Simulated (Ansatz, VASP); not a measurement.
# One calculation of In, two programs

The input INCAR:

```
PREC = Accurate
ENCUT = 520
EDIFF = 1E-6
ISMEAR = -1
SIGMA = 0.1
LREAL = F
LASPH = T
NELM = 60
ALGO = Normal
ISIF = 2
LWAVE = F
LCHARG = F
GGA = PE
NBANDS = 12
```

Contents of KPOINTS:

```
Automatic mesh
0
Gamma
  8 8 8
```

The input POSCAR:

```
In
1.0
   -1.5832582761      1.5832582761      2.7509024469
    1.5832582761     -1.5832582761      2.7509024469
    1.5832582761      1.5832582761     -2.7509024469
In
1
Direct
    0.0000000000      0.0000000000      0.0000000000
```

Input for Ansatz:

```yaml
crystal:
  lattice:
    - [-1.583258276060976, 1.5832582760609746, 2.7509024469396333]
    - [1.583258276060976, -1.5832582760609746, 2.7509024469396333]
    - [1.583258276060976, 1.5832582760609768, -2.7509024469396333]
  atoms:
    - { symbol: In, position: [-3.2824857634120925e-33, -3.428711791177404e-33, -6.24066698437936e-33] }
kpoints:
  mp_grid:
    grid: [8, 8, 8]
hamiltonian:
  xc: pbe
scf:
  occupations:
    method: fermi_dirac
    width: 0.1
output:
  forces: true
  stress: true
```

Alike in both runs: task single point; functional PBE; k mesh 8 × 8 × 8; occupations fermi-dirac, width 0.1 eV; no spin polarisation.

|  | VASP | Ansatz |
| --- | --- | --- |
| version | VASP 6.6.1 | Ansatz 0.2.0 |
| potentials or method | VASP PAW PBE potentials, release 64 (In_d) | plane waves, PAW |
| plane-wave cutoff (eV) | 520 | 420 |
| valence electrons in the cell | 13 | 13 |

|  | VASP | Ansatz | Ansatz less VASP |
| --- | --- | --- | --- |
| pressure (GPa) | -0.1 | -0.1 | +0.03 |
| traceless stress, the component that is largest in VASP (GPa) | -0.34 | -0.34 | +0.003 |
